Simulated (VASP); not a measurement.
Here is a VASP 6.6.1 calculation.

INCAR

```
SYSTEM = MoS2
  PREC = Accurate
  ENCUT = 520
  EDIFF = 1E-8
  ISMEAR = 0
  SIGMA = 0.01
  LREAL = .FALSE.
  LASPH = .TRUE.
  NELM = 60
  ALGO = Normal
  ISIF = 2
  LWAVE = .FALSE.
  LCHARG = .TRUE.
  GGA = CA
  IBRION = 8
  NSW = 1
```

KPOINTS

```
Automatic mesh
0
G
  8 8 2
  0 0 0
```

File POSCAR:

```
MoS2
1.0
    3.1530880970      0.0000000000      0.0000000000
   -1.5765440485      2.7306543924      0.0000000000
    0.0000000000      0.0000000000     12.1945417716
Mo S
2 4
Direct
    0.3333333333      0.6666666667      0.2500000000
    0.6666666667      0.3333333333      0.7500000000
    0.3333333333      0.6666666667      0.6233477706
    0.6666666667      0.3333333333      0.1233477706
    0.3333333333      0.6666666667      0.8766522294
    0.6666666667      0.3333333333      0.3766522294
```

Potentials or basis: VASP PAW LDA potentials, release 64 (Mo_sv, S).

Command:

```bash
$ cat potpaw_LDA.64/Mo_sv/POTCAR potpaw_LDA.64/S/POTCAR > POTCAR
$ mpirun -np 1 vasp_std > vasp.out
```

(1) Predict the highest phonon frequency at Γ, LO-TO splitting left out.

## Answers

(1) 471 cm⁻¹.

Caveat: the cell stands under pressure or tension, which shifts response properties.
